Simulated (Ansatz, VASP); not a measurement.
## Ge3Te2O: VASP beside Ansatz

```
Ge Te O
1.0
     4.02981   -4.59342    0.00000
     4.02981    4.59342    0.00000
     0.00000    0.00000    4.29257
Ge Te O
3 2 1
Direct
  0.30501 0.69499 0.00000
  0.69499 0.30501 0.00000
  0.00000 0.00000 0.50000
  0.00000 0.50000 0.50000
  0.50000 0.00000 0.50000
  0.50000 0.50000 0.00000
```

Change from the starting cell: species swapped into the LaNi3Rh2 type (Cmmm, No. 65).

Alike in both runs: functional PBE; k mesh 6 × 6 × 8; occupations gaussian, width 0.1 eV; no spin polarisation.

Ansatz relaxed the structure, and its values are those at the end. VASP's run is a single point on that final structure, the one shown.

|  | VASP | Ansatz |
| --- | --- | --- |
| version | VASP 6.6.1 | Ansatz 0.2.0 |
| potentials or method | VASP PAW PBE potentials, release 64 (Ge_d, Te, O), cutoff 520 eV | scalar-relativistic, plane waves, PAW |
| valence electrons in the cell | 60 | 80 |

Ansatz gave:

| Quantity | Value |
| --- | --- |
| gap on the k mesh at the Fermi level (eV) | none |
| pressure (GPa) | 0.0 |
| rms of the force components (eV/Å) | 0.001 |

**Question.** Estimate VASP's values.

**Answer.** gap on the k mesh at the Fermi level (eV): none; pressure (GPa): -0.1; rms of the force components (eV/Å): 0.004.

A gap of «none» marks a metal or a gap that the smearing closes. VASP's potentials hold 60 valence electrons a cell and Ansatz's 80, so a difference there can come from the potentials and not from the codes.

Spin-orbit coupling is off throughout.
